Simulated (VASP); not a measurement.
Input of a VASP 6.6.1 run:

INCAR

```
PREC = Accurate
ENCUT = 520
EDIFF = 1E-6
ISMEAR = 0
SIGMA = 0.1
LREAL = False
LASPH = True
NELM = 60
ALGO = Fast
ISIF = 2
LWAVE = False
LCHARG = True
GGA = PS
LELF = True
LVHAR = True
NBANDS = 19
```

Contents of KPOINTS:

```
regular mesh
0
Gamma
  18 18 8
```

File POSCAR:

```
Zn
1.0
    2.5926809071      0.0000000000      0.0000000000
   -1.2963404535      2.2453275294      0.0000000000
    0.0000000000      0.0000000000      4.8950663232
Zn
2
Direct
    0.3333333333      0.6666666667      0.2500000000
    0.6666666667      0.3333333333      0.7500000000
```

Potentials or basis: VASP PAW PBE potentials, release 64 (Zn).

Run with:

```sh
$ cat potpaw_PBE.64/Zn/POTCAR > POTCAR
$ mpirun -np 1 vasp_std > vasp.out
```

Task: Estimate the band gap on the k mesh.

Result: Zero (band 12 reaches 5.14 eV, above the bottom of band 13 at 0.23 eV).

Task: What does it give for the pressure?

Result: 0.9 GPa.

Stress tensor (GPa, compression positive):
```
1.03 0.00 0.00
0.00 1.03 0.00
0.00 0.00 0.75
```

Caveat: the PAW data sets were made with another functional, which shifts forces and pressure a little.
